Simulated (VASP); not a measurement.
# LiW (P6_3mc) in VASP: further runs, part 2 of 2

VASP 6.6.1. Earlier steps stand in the parts before.

### 3 Relaxation of cell and atoms, PBE

File INCAR:

```
SYSTEM = LiW
  ALGO = Normal
  EDIFF = 1E-7
  EDIFFG = -0.01
  ENCUT = 600
  GGA = PE
  IBRION = 2
  ISIF = 3
  ISMEAR = 0
  LASPH = .True.
  LCHARG = .False.
  LREAL = .False.
  LWAVE = .False.
  NELM = 100
  NSW = 100
  PREC = Accurate
  SIGMA = 0.1
```

File KPOINTS:

```
k-points
0
Gamma
  12 12 16
  0 0 0
```

File POSCAR:

```
LiW
1.0
    4.4809941140      0.0000000000      0.0000000000
   -2.2404970570      3.8806547370      0.0000000000
    0.0000000000      0.0000000000      2.9396600262
Li W
2 2
Direct
    0.0000000000      0.0000000000      0.9869588325
    0.0000000000      0.0000000000      0.4869588325
    0.3333333333      0.6666666667      0.2630411675
    0.6666666667      0.3333333333      0.7630411675
```

Potentials or basis: VASP PAW PBE potentials, release 64 (Li_sv, W_sv).

Launch:

```
cat potpaw_PBE.64/Li_sv/POTCAR potpaw_PBE.64/W_sv/POTCAR > POTCAR
mpirun -np 1 vasp_std > vasp.out
```

OUTCAR:

```text
SYSTEM = LiW
   EDIFF = 1E-7
   EDIFFG = -0.01
   ENCUT = 600
   GGA = PE
   IBRION = 2
   ISIF = 3
   ISMEAR = 0
   LASPH = .True.
   LREAL = .False.
   NELM = 100
   NSW = 100
   PREC = Accurate

 ion  position               nearest neighbor table
   1  0.000  0.000  0.987-   2 1.47   2 1.47   4 2.67   4 2.67   4 2.67   3 2.71   3 2.71   3 2.71

   2  0.000  0.000  0.487-   1 1.47   1 1.47   3 2.67   3 2.67   3 2.67   4 2.71   4 2.71   4 2.71

   3  0.333  0.667  0.263-   2 2.67   2 2.67   2 2.67   1 2.71   1 2.71   1 2.71   4 2.98   4 2.98
                             4 2.98   4 2.98   4 2.98   4 2.98
   4  0.667  0.333  0.763-   1 2.67   1 2.67   1 2.67   2 2.71   2 2.71   2 2.71   3 2.98   3 2.98
                             3 2.98   3 2.98   3 2.98   3 2.98

  LATTYP: Found a hexagonal cell.
 ALAT       =     4.4809941140
 C/A-ratio  =     0.6560285400

  Lattice vectors:

 A1 = (   4.4809941140,   0.0000000000,   0.0000000000)
 A2 = (  -2.2404970570,   3.8806547370,   0.0000000000)
 A3 = (   0.0000000000,   0.0000000000,   2.9396600262)

Analysis of symmetry for initial positions (statically):
=====================================================================
 Subroutine PRICEL returns:
 Original cell was already a primitive cell.

 Routine SETGRP: Setting up the symmetry group for a
 hexagonal supercell.

 Subroutine GETGRP returns: Found 12 space group operations
 (whereof  6 operations were pure point group operations)
 out of a pool of 24 trial point group operations.

The static configuration has the point symmetry C_3v.
 The point group associated with its full space group is C_6v.

Analysis of symmetry for dynamics (positions and initial velocities):
=====================================================================
 Subroutine PRICEL returns:
 Original cell was already a primitive cell.

 Routine SETGRP: Setting up the symmetry group for a
 hexagonal supercell.

 Subroutine GETGRP returns: Found 12 space group operations
 (whereof  6 operations were pure point group operations)
 out of a pool of 24 trial point group operations.
[... 135 lines left out ...]
   LEPSILON=     F    determine dielectric tensor
   LRPA    =     F    only Hartree local field effects (RPA)
 conjugate gradient relaxation of ions
 non-spin polarized calculation
 Gauss-broadening in eV      SIGMA  =   0.10
  energy-cutoff  :      600.00
  volume of cell :       51.12
 maximum number of plane-waves:      1724
 NGX is ok and might be reduce to    36
   NGX = 17   NGY = 17   NGZ = 11

--------------------------------------- Ionic step        1  -------------------------------------------

 number of electron      34.0000005 magnetization

 Free energy of the ion-electron system (eV)
  ---------------------------------------------------
  ext. energy  EPLUGINS =         0.00000000
  ---------------------------------------------------
  free energy    TOTEN  =       -24.98471440 eV

  energy without entropy =      -24.97270400  energy(sigma->0) =      -24.97870920

------------------------ aborting loop because EDIFF is reached ----------------------------------------

  FORCE on cell =-STRESS in cart. coord.  units (eV):
  Direction    XX          YY          ZZ          XY          YZ          ZX
  --------------------------------------------------------------------------------------
  -------------------------------------------------------------------------------------
  Total        0.3094786      0.3094786     -0.8279485      0.0000000     -0.0000000      0.0000000
  in kB        9.6998427      9.6998427    -25.9500042      0.0000000     -0.0000000      0.0000000
  external PRESSURE =      -2.1834396 kB  Pullay stress =       0.0000000 kB
[... 177 lines left out ...]
--------------------------------------- Ionic step        6  -------------------------------------------

 number of electron      34.0000005 magnetization

 Free energy of the ion-electron system (eV)
  ---------------------------------------------------
  ext. energy  EPLUGINS =         0.00000000
  ---------------------------------------------------
  free energy    TOTEN  =       -24.99072264 eV

  energy without entropy =      -24.98011282  energy(sigma->0) =      -24.98541773

 E-fermi :   8.1878     XC(G=0): -12.0704

 val. band max:        8.1758612528   @ k =   0.3333   0.2500   0.2500
 cond. band min:       8.2027317631   @ k =   0.3333   0.0000   0.3750
 fundamental gap:      0.0268705103
 Fermi energy:         8.1878471974

 k-point     1 :       0.0000    0.0000    0.0000
  band No.  band energies     occupation
      1     -65.7465      2.00000
      2     -65.6881      2.00000
      3     -41.0769      2.00000
      4     -38.5495      2.00000
      5     -30.0859      2.00000
      6     -30.0859      2.00000
[... 565 lines left out ...]
     20      10.5360      0.00000
     21      10.9558      0.00000

 [... further k-points ...]

------------------------ aborting loop because EDIFF is reached ----------------------------------------

  FORCE on cell =-STRESS in cart. coord.  units (eV):
  Direction    XX          YY          ZZ          XY          YZ          ZX
  --------------------------------------------------------------------------------------
  -------------------------------------------------------------------------------------
  Total       -0.0031510     -0.0031510      0.0174489      0.0000000      0.0000000      0.0000000
  in kB       -0.0989514     -0.0989514      0.5479543      0.0000000      0.0000000      0.0000000
  external PRESSURE =       0.1166838 kB  Pullay stress =       0.0000000 kB
[... 19 lines left out ...]
  FREE ENERGIE OF THE ION-ELECTRON SYSTEM (eV)
  ---------------------------------------------------
  free  energy   TOTEN  =       -24.9907226402 eV

  energy  without entropy=      -24.9801128182  energy(sigma->0) =      -24.98541773

 reached required accuracy - stopping structural energy minimisation
```

CONTCAR:

```text
LiW
   1.00000000000000
     4.5005017056297643    0.0000000000000000   -0.0000000000000000
    -2.2502508528148821    3.8975488069189104   -0.0000000000000000
    -0.0000000000000000   -0.0000000000000000    2.9085907902986028
  Li              W
     2     2
Direct
     0.0000000000000000    0.0000000000000000    0.9869678591228327
     0.0000000000000000    0.0000000000000000    0.4869678591228327
     0.3333333332999970    0.6666666667000030    0.2630321408771673
     0.6666666667000030    0.3333333332999970    0.7630321408771673

  0.00000000E+00  0.00000000E+00  0.00000000E+00
  0.00000000E+00  0.00000000E+00  0.00000000E+00
  0.00000000E+00  0.00000000E+00  0.00000000E+00
  0.00000000E+00  0.00000000E+00  0.00000000E+00
```

It took 6.8 min on 1 thread of AMD EPYC 9R45 (Zen 5), shared host; peak memory 0.3 GiB.

What came out:

```yaml
Free_energy: -24.9907 eV
Relaxed_volume: 12.75 Å³/atom
Relaxed_cell: a = 4.501 Å, b = 4.501 Å, c = 2.909 Å, α = 90.00°, β = 90.00°, γ = 120.00°
Space_group_after_relaxing_to_0.1_Å: P6_3mc (No. 186)
Energy_gained_by_relaxing: 1.5 meV/atom
Ionic_steps: 6
Pressure_after_relaxing: 0.0 GPa
Band_gap_on_the_k_mesh: zero (bands 17 and 18 overlap by 3.11 eV)
```

Step by step:
```
step  energy change (eV)  largest force (eV/Å)  pressure (GPa)  volume (Å³)
   1              0.0000                0.0003           -0.22        51.12
   2             -0.0060                0.0015            0.12        50.99
   3             -0.0060                0.0016            0.15        50.98
   4             -0.0060                0.0016            0.15        50.98
   5             -0.0060                0.0016           -0.14        51.06
   6             -0.0060                0.0016            0.01        51.02
```

Final structure:
```xyz
4
Lattice="4.5005 0.0000 0.0000 -2.2503 3.8975 0.0000 0.0000 0.0000 2.9086" Properties=species:S:1:pos:R:3 pbc="T T T"
Li    0.0000    0.0000    2.8707
Li    0.0000    0.0000    1.4164
W     0.0000    2.5984    0.7651
W     2.2503    1.2992    2.2193
```

Caveat: the cutoff is under 1.25 times the usual one of these potentials, so pressure, stress and relaxed cells hold a basis-set (Pulay) error; atoms lie so close that the PAW spheres overlap strongly, which falsifies energies and pressures; spin-orbit coupling is left out, which moves the levels of the heavy elements.

The gap in the log of VASP goes by the Fermi energy; the results here count the filled bands.